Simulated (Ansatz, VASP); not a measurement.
# Pd in VASP and in Ansatz

```
Pd
1.0
     2.72523    0.00000    0.00000
    -1.36261    2.36011    0.00000
     0.00000    0.00000    8.99516
Pd
4
Direct
  0.66667 0.33333 0.75000
  0.00000 0.00000 0.50000
  0.33333 0.66667 0.25000
  0.00000 0.00000 0.00000
```

Change from the starting cell: volume scaled by 0.96.

Alike in both runs: task single point; functional PBEsol; k mesh 11 × 11 × 3; occupations fermi-dirac, width 0.05 eV; no spin polarisation.

|  | VASP | Ansatz |
| --- | --- | --- |
| version | VASP 6.6.1 | Ansatz 0.2.0 |
| potentials or method | VASP PAW PBE potentials, release 64 (Pd), cutoff 520 eV | all-electron LAPW, scalar-relativistic |

|  | VASP | Ansatz | Ansatz less VASP |
| --- | --- | --- | --- |
| gap on the k mesh at the Fermi level (eV) | none | none | - |
| pressure (GPa) | 1.4 | 1.8 | +0.31 |
| traceless stress, the component that is largest in VASP (GPa) | -0.37 | -0.34 | +0.035 |

VASP's potentials were made for PBE, not for PBEsol. A gap of «none» marks a metal or a gap that the smearing closes. Ansatz ran all-electron here, and VASP with PAW potentials.
